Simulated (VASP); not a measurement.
A run of VASP 6.6.1 is set up as follows.

The input INCAR:

```
ALGO = Normal
EDIFF = 1E-7
ENCUT = 520
GGA = PE
ISIF = 2
ISMEAR = -1
LASPH = T
LCHARG = F
LREAL = Auto
LWAVE = F
NBANDS = 86
NELM = 80
PREC = Accurate
SIGMA = 0.01
```

The input KPOINTS:

```
Automatic mesh
0
Gamma
  2 2 4
  0.5 0.5 0.5
```

File POSCAR:

```
GaN
1.0
    6.4372426888      0.0000000007      0.0000000000
   -3.2186213488      5.5748157007      0.0000000000
    0.0000000000      0.0000000000      5.2435339950
Ga N
8 8
Direct
    0.3343315942      0.1656073062      0.4986561764
    0.1656073062      0.3343315942      0.9986561764
    0.3343315942      0.6656073062      0.4986561764
    0.1656073062      0.8343315942      0.9986561764
    0.8343315942      0.1656073062      0.4986561764
    0.6656073062      0.3343315942      0.9986561764
    0.8343315942      0.6656073062      0.4986561764
    0.6656073062      0.8343315942      0.9986561764
    0.3326102956      0.1674508040      0.8763438236
    0.1674508040      0.3326102956      0.3763438236
    0.3326102956      0.6674508040      0.8763438236
    0.1674508040      0.8326102956      0.3763438236
    0.8326102956      0.1674508040      0.8763438236
    0.6674508040      0.3326102956      0.3763438236
    0.8326102956      0.6674508040      0.8763438236
    0.6674508040      0.8326102956      0.3763438236
```

Potentials or basis: VASP PAW PBE potentials, release 64 (Ga_d, N).

Run with:

```bash
$ cat potpaw_PBE.64/Ga_d/POTCAR potpaw_PBE.64/N/POTCAR > POTCAR
$ mpirun -np 1 vasp_std > vasp.out
```

Task: What does it give for the band gap on the k mesh?

Result: 3.20 eV.

Task: Estimate the pressure.

Result: 0.0 GPa.

Task: What does it give for the largest force?

Result: 0.082 eV/Å.

Stress tensor (GPa, compression positive):
```
 0.08  0.06  0.01
 0.06  0.15  0.01
 0.01  0.01 -0.11
```

Caveat: the k points lie up to 0.56 Å⁻¹ apart; a shifted mesh leaves out Γ, where band edges can lie. A k mesh can miss the band edges.
